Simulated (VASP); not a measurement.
# HfS2 (P-3m1) in VASP: single point with PBE

Aim: the single point of HfS2 with PBE.

Everything below comes from runs of VASP 6.6.1. Logs are shortened: lines on timing, memory, paths and dates and some standing lists are left out, and cuts for length are marked.

**1. The cell of the first run**

Symmetry: P-3m1, No. 164, trigonal system. The conventional cell has a = 3.640 Å, b = 3.640 Å, c = 6.056 Å, α = 90.00°, β = 90.00°, γ = 120.00°. Within 3.4 Å of Hf (site symmetry -3m) lie 6 S at 2.54 Å. S (site symmetry 3m) has 3 Hf at 2.54 Å within 3.4 Å.

**2. Single point, PBE**

INCAR

```
SYSTEM = HfS2
PREC = Accurate
ENCUT = 500
EDIFF = 1E-6
ISMEAR = -1
SIGMA = 0.01
LREAL = .False.
LASPH = .True.
NELM = 120
ALGO = Normal
ISIF = 2
LWAVE = .False.
LCHARG = .False.
GGA = PE
NBANDS = 18
GGA_COMPAT = .False.
```

KPOINTS

```
regular mesh
0
Gamma
  3 3 2
  0 0 0
```

POSCAR

```
HfS2
1.0
    3.6396640000      0.0000000000      0.0000000000
   -1.8198320000      3.1520420000      0.0000000000
    0.0000000000      0.0000000000      6.0555620000
Hf S
1 2
Direct
    0.0000000000      0.0000000000      0.0000000000
    0.6666666667      0.3333333333      0.7639520000
    0.3333333333      0.6666666667      0.2360480000
```

Potentials or basis: VASP PAW PBE potentials, release 64 (Hf_pv, S).

Launch:

```console
$ cat potpaw_PBE.64/Hf_pv/POTCAR potpaw_PBE.64/S/POTCAR > POTCAR
$ mpirun -np 1 vasp_std > vasp.out
```

OUTCAR:

```text
SYSTEM = HfS2
   PREC = Accurate
   ENCUT = 500
   EDIFF = 1E-6
   ISMEAR = -1
   LREAL = .False.
   LASPH = .True.
   NELM = 120
   ISIF = 2
   GGA = PE

 ion  position               nearest neighbor table
   1  0.000  0.000  0.000-   2 2.54   3 2.54   2 2.54   3 2.54   2 2.54   3 2.54
   2  0.667  0.333  0.764-   1 2.54   1 2.54   1 2.54
   3  0.333  0.667  0.236-   1 2.54   1 2.54   1 2.54

  LATTYP: Found a hexagonal cell.
 ALAT       =     3.6396640000
 C/A-ratio  =     1.6637695128

  Lattice vectors:

 A1 = (   3.6396640000,   0.0000000000,   0.0000000000)
 A2 = (  -1.8198320000,   3.1520420000,   0.0000000000)
 A3 = (   0.0000000000,   0.0000000000,   6.0555620000)

Analysis of symmetry for initial positions (statically):
=====================================================================
 Subroutine PRICEL returns:
 Original cell was already a primitive cell.

 Routine SETGRP: Setting up the symmetry group for a
 hexagonal supercell.

 Subroutine GETGRP returns: Found 12 space group operations
 (whereof 12 operations were pure point group operations)
 out of a pool of 24 trial point group operations.

The static configuration has the point symmetry D_3d.

Analysis of symmetry for dynamics (positions and initial velocities):
=====================================================================
 Subroutine PRICEL returns:
 Original cell was already a primitive cell.

 Routine SETGRP: Setting up the symmetry group for a
 hexagonal supercell.

 Subroutine GETGRP returns: Found 12 space group operations
 (whereof 12 operations were pure point group operations)
 out of a pool of 24 trial point group operations.

The dynamic configuration has the point symmetry D_3d.

 Subroutine INISYM returns: Found 12 space group operations
 (whereof 12 operations are pure point group operations),
 and found     1 'primitive' translations

----------------------------------------------------------------------------------------

                                     Primitive cell

  volume of cell :      69.4717

  direct lattice vectors                    reciprocal lattice vectors
     3.639664000  0.000000000  0.000000000     0.274750636  0.158627328  0.000000000
    -1.819832000  3.152042000  0.000000000     0.000000000  0.317254656  0.000000000
     0.000000000  0.000000000  6.055562000     0.000000000  0.000000000  0.165137439

  length of vectors
     3.639664000  3.639664446  6.055562000     0.317254695  0.317254656  0.165137439

  position of ions in fractional coordinates (direct lattice)
     0.000000000  0.000000000  0.000000000
     0.666666667  0.333333333  0.763952000
     0.333333333  0.666666667  0.236048000

  ion indices of the primitive-cell ions
   primitive index   ion index
                 1           1
                 2           2
                 3           3

----------------------------------------------------------------------------------------

 KPOINTS: regular mesh

Automatic generation of k-mesh.
 Grid dimensions read from file:
 generate k-points for:    3    3    2

 Generating k-lattice:

  Cartesian coordinates                     Fractional coordinates (reciprocal lattice)
     0.091583545  0.052875776  0.000000000     0.333333333  0.000000000  0.000000000
     0.000000000  0.105751552  0.000000000     0.000000000  0.333333333  0.000000000
     0.000000000  0.000000000  0.082568719     0.000000000  0.000000000  0.500000000

  Length of vectors
     0.105751565  0.105751552  0.082568719

  Shift w.r.t. Gamma in fractional coordinates (k-lattice)
     0.000000000  0.000000000  0.000000000

 Subroutine IBZKPT returns following result:
 ===========================================

 Found      6 irreducible k-points:

 Following reciprocal coordinates:
            Coordinates               Weight
  0.000000  0.000000  0.000000      1.000000
  0.333333 -0.000000  0.000000      6.000000
  0.333333  0.333333  0.000000      2.000000
  0.000000  0.000000  0.500000      1.000000
  0.333333 -0.000000  0.500000      6.000000
  0.333333  0.333333  0.500000      2.000000
   k-points           NKPTS =      6   k-points in BZ     NKDIM =      6   number of bands    NBANDS=     18
   number of dos      NEDOS =    301   number of ions     NIONS =      3
   total plane-waves  NPLWV =  37632
   dimension x,y,z NGX =    28 NGY =   28 NGZ =   48
   dimension x,y,z NGXF=    56 NGYF=   56 NGZF=   96
   ions per type =               1   2
   NGX,Y,Z   is equivalent  to a cutoff of  12.79, 12.79, 13.18 a.u.
   NGXF,Y,Z  is equivalent  to a cutoff of  25.58, 25.58, 26.36 a.u.
 SYSTEM =  HfS2
   PREC   = accura    normal or accurate (medium, high low for compatibility)
   ISTART =      0    job   : 0-new  1-cont  2-samecut
   ICHARG =      2    charge: 1-file 2-atom 10-const
   ISPIN  =      1    spin polarized calculation?
   LNONCOLLINEAR =      F non collinear calculations
   LSORBIT =      F    spin-orbit coupling
   LASPH  =      T    aspherical Exc in radial PAW
   ENCUT  =  500.0 eV  36.75 Ry    6.06 a.u.   6.64  6.64 11.04*2*pi/ulx,y,z
   NELM   =    120;   NELMIN=  2; NELMDL= -5     # of ELM steps
   EDIFF  = 0.1E-05   stopping-criterion for ELM
   LREAL  =      F    real-space projection
   EDIFFG = 0.1E-04   stopping-criterion for IOM
   NSW    =      0    number of steps for IOM
   IBRION =     -1    ionic relax: 0-MD 1-quasi-New 2-CG
   NFREE  =      0    steps in history (QN), initial steepest desc. (CG)
   ISIF   =      2    stress and relaxation
   ISYM   =      2    0-nonsym 1-usesym 2-fastsym
   POTIM  = 0.5000    time-step for ionic-motion
   TEBEG  =    0.0;   TEEND  =   0.0 temperature during run
   PSTRESS=    0.0 pullay stress
   NELECT =      22.0000    total number of electrons
   NUPDOWN=      -1.0000    fix difference up-down
   EMIN   =  10.00;   EMAX   =-10.00  energy-range for DOS
   EFERMI =   0.00;   METHOD = LEGACY
   ISMEAR =    -1;   SIGMA  =   0.01  broadening in eV -4-tet -1-fermi 0-gaus
   EFERMI_NEDOS =   21; number of points for ismear=-14 and -15
   IALGO  =     38    algorithm
   IMIX   =      4    mixing-type and parameters
     AMIX     =   0.40;   BMIX     =  1.00
     AMIX_MAG =   1.60;   BMIX_MAG =  1.00
  volume/ion in A,a.u.               =      23.16       156.27
  Fermi-wavevector in a.u.,A,eV,Ry     =   1.115869  2.108686 16.941474  1.245163
  Thomas-Fermi vector in A             =   2.252478
   LORBIT       =      0    0 simple, 1 ext, 2 COOP (PROOUT), +10 PAW based schemes
   GGA     = PE    functional components
   LHFCALC =     F    Hartree Fock is set to
   AEXX    =    0.0000 exact exchange contribution
   IVDW    =     0    specifies the selected vdW correction
   LEPSILON=     F    determine dielectric tensor
   LRPA    =     F    only Hartree local field effects (RPA)
 non-spin polarized calculation
  energy-cutoff  :      500.00
  volume of cell :       69.47
 maximum number of plane-waves:      1798
 NGX is ok and might be reduce to    28
   NGX = 13   NGY = 13   NGZ = 23

 number of electron      21.9999999 magnetization

 Free energy of the ion-electron system (eV)
  ---------------------------------------------------
  ext. energy  EPLUGINS =         0.00000000
  ---------------------------------------------------
  free energy    TOTEN  =       -22.71210286 eV

  energy without entropy =      -22.71210286  energy(sigma->0) =      -22.71210286

 E-fermi :   3.1971     XC(G=0):  -9.4064

 val. band max:        2.8745010415   @ k =   0.0000   0.0000   0.0000
 cond. band min:       4.2409723408   @ k =   0.3333  -0.0000   0.5000
 fundamental gap:      1.3664712993
 Fermi energy:         3.1971060583

 k-point     1 :       0.0000    0.0000    0.0000
  band No.  band energies     occupation
      1     -27.9154      2.00000
      2     -27.7582      2.00000
      3     -27.7582      2.00000
      4     -10.0669      2.00000
      5      -8.4123      2.00000
      6      -1.6533      2.00000
      7       0.1502      2.00000
      8       0.1502      2.00000
      9       2.8403      2.00000
     10       2.8745      2.00000
     11       2.8745      2.00000
     12       4.8761      0.00000
     13       4.8761      0.00000
     14       5.5378      0.00000
     15       8.4386      0.00000
     16       8.4677      0.00000
     17       8.4677      0.00000
     18       8.7946      0.00000

 k-point     2 :       0.3333   -0.0000    0.0000
  band No.  band energies     occupation
      1     -27.9006      2.00000
      2     -27.8865      2.00000
      3     -27.7901      2.00000
      4      -9.0831      2.00000
      5      -8.5200      2.00000
      6      -1.1295      2.00000
      7      -0.1510      2.00000
      8      -0.0556      2.00000
      9       0.4852      2.00000
     10       1.7352      2.00000
     11       1.9704      2.00000
     12       4.3569      0.00000
     13       6.5106      0.00000
     14       6.7741      0.00000
     15       8.8498      0.00000
     16       8.9225      0.00000
     17      10.2139      0.00000
     18      10.8223      0.00000

 k-point     3 :       0.3333    0.3333    0.0000
  band No.  band energies     occupation
      1     -27.8874      2.00000
      2     -27.8874      2.00000
      3     -27.8746      2.00000
      4      -8.5176      2.00000
      5      -8.5176      2.00000
      6      -1.0189      2.00000
      7      -0.5403      2.00000
      8      -0.5403      2.00000
      9       0.8666      2.00000
     10       0.8666      2.00000
     11       1.2933      2.00000
     12       5.4621      0.00000
     13       6.6131      0.00000
     14       6.6131      0.00000
     15       8.5922      0.00000
     16       8.5922      0.00000
     17      10.2792      0.00000
     18      12.9795      0.00000

 k-point     4 :       0.0000    0.0000    0.5000
  band No.  band energies     occupation
      1     -27.9155      2.00000
      2     -27.7582      2.00000
      3     -27.7582      2.00000
      4      -9.9056      2.00000
      5      -8.6902      2.00000
      6      -0.7612      2.00000
      7       0.1758      2.00000
      8       0.1758      2.00000
      9       1.3079      2.00000
     10       2.7854      2.00000
     11       2.7854      2.00000
     12       4.8469      0.00000
     13       4.8469      0.00000
     14       5.7915      0.00000
     15       8.7808      0.00000
     16       8.7808      0.00000
     17       9.1126      0.00000
     18      10.3245      0.00000

 k-point     5 :       0.3333   -0.0000    0.5000
  band No.  band energies     occupation
      1     -27.9006      2.00000
      2     -27.8865      2.00000
      3     -27.7901      2.00000
      4      -9.0007      2.00000
      5      -8.6097      2.00000
      6      -1.2653      2.00000
      7      -0.5884      2.00000
      8       0.4247      2.00000
      9       0.7248      2.00000
     10       1.8248      2.00000
     11       2.0408      2.00000
     12       4.2410      0.00000
     13       6.5673      0.00000
     14       6.8027      0.00000
     15       8.5937      0.00000
     16       8.6717      0.00000
     17       9.6156      0.00000
     18      10.1883      0.00000

 k-point     6 :       0.3333    0.3333    0.5000
  band No.  band energies     occupation
      1     -27.8874      2.00000
      2     -27.8874      2.00000
      3     -27.8747      2.00000
      4      -8.5188      2.00000
      5      -8.5188      2.00000
      6      -0.8005      2.00000
      7      -0.6860      2.00000
      8      -0.6860      2.00000
      9       0.8896      2.00000
     10       1.1347      2.00000
     11       1.1347      2.00000
     12       5.6177      0.00000
     13       6.3209      0.00000
     14       6.3209      0.00000
     15       9.1043      0.00000
     16       9.1043      0.00000
     17      11.2858      0.00000
     18      11.5889      0.00000

------------------------ aborting loop because EDIFF is reached ----------------------------------------

  FORCE on cell =-STRESS in cart. coord.  units (eV):
  Direction    XX          YY          ZZ          XY          YZ          ZX
  --------------------------------------------------------------------------------------
  -------------------------------------------------------------------------------------
  Total        1.0883355      1.0883358      0.5150892      0.0000000      0.0000000      0.0000000
  in kB       25.0995315     25.0995397     11.8791483      0.0000000      0.0000000      0.0000000
  external PRESSURE =      20.6927399 kB  Pullay stress =       0.0000000 kB

 VOLUME and BASIS-vectors are now :
 -----------------------------------------------------------------------------
  energy-cutoff  :      500.00
  volume of cell :       69.47
      direct lattice vectors                 reciprocal lattice vectors
     3.639664000  0.000000000  0.000000000     0.274750636  0.158627328  0.000000000
    -1.819832000  3.152042000  0.000000000     0.000000000  0.317254656  0.000000000
     0.000000000  0.000000000  6.055562000     0.000000000  0.000000000  0.165137439

 POSITION                                       TOTAL-FORCE (eV/Angst)
 -----------------------------------------------------------------------------------
      0.00000      0.00000      0.00000         0.000000      0.000000      0.000000
      1.81983      1.05068      4.62616         0.000000     -0.000000     -0.018555
     -0.00000      2.10136      1.42940        -0.000000      0.000000      0.018555
 -----------------------------------------------------------------------------------
    total drift:                                0.000000     -0.000000      0.000000

  FREE ENERGIE OF THE ION-ELECTRON SYSTEM (eV)
  ---------------------------------------------------
  free  energy   TOTEN  =       -22.7121028635 eV

  energy  without entropy=      -22.7121028635  energy(sigma->0) =      -22.71210286
```

Run time: 14 s. Hardware: 1 thread of Intel Xeon 8259CL, shared host; peak memory 0.18 GiB.

Results:

* Free energy: -22.7121 eV
* Pressure: 2.1 GPa
* Largest force: 0.019 eV/Å
* Band gap on the k mesh: 1.37 eV, indirect (least direct gap 2.00 eV)

Forces in eV/Å, atoms in the order of the input:
```
Hf   0.000  0.000  0.000
S    0.000  0.000 -0.019
S    0.000  0.000  0.019
```

Caveat: the k points lie up to 0.66 Å⁻¹ apart; spin-orbit coupling is left out, which moves the levels of the heavy elements; this functional lacks dispersion, which binds the layers, so the pressure and a relaxed spacing across them are unreliable.
